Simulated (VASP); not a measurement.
Input of a VASP 6.6.1 run:

INCAR

```
PREC = Accurate
ENCUT = 600
EDIFF = 1E-6
ISMEAR = 0
SIGMA = 0.1
LREAL = F
LASPH = T
NELM = 120
ALGO = Normal
ISIF = 2
LWAVE = F
LCHARG = F
GGA = PS
NBANDS = 23
GGA_COMPAT = F
```

Contents of KPOINTS:

```
regular mesh
0
Gamma
  18 18 18
```

POSCAR

```
Ru
1.0
   -2.3368567168      2.3368567168      1.3682954370
    2.3368567168     -2.3368567168      1.3682954370
    2.3368567168      2.3368567168     -1.3682954370
Ru
2
Direct
    0.0000000000      0.0000000000      0.0000000000
    0.7500000000      0.2500000000      0.5000000000
```

Potentials or basis: VASP PAW PBE potentials, release 64 (Ru_sv).

Command:

```console
$ cat potpaw_PBE.64/Ru_sv/POTCAR > POTCAR
$ mpirun -np 1 vasp_std > vasp.out
```

(1) What does it give for the pressure?

(2) What does it give for the band gap on the k mesh?

Results:

(1) -0.2 GPa.

(2) zero (bands 16 and 17 overlap by 1.67 eV).

Caveat: the PAW data sets were made with another functional, which shifts forces and pressure a little.
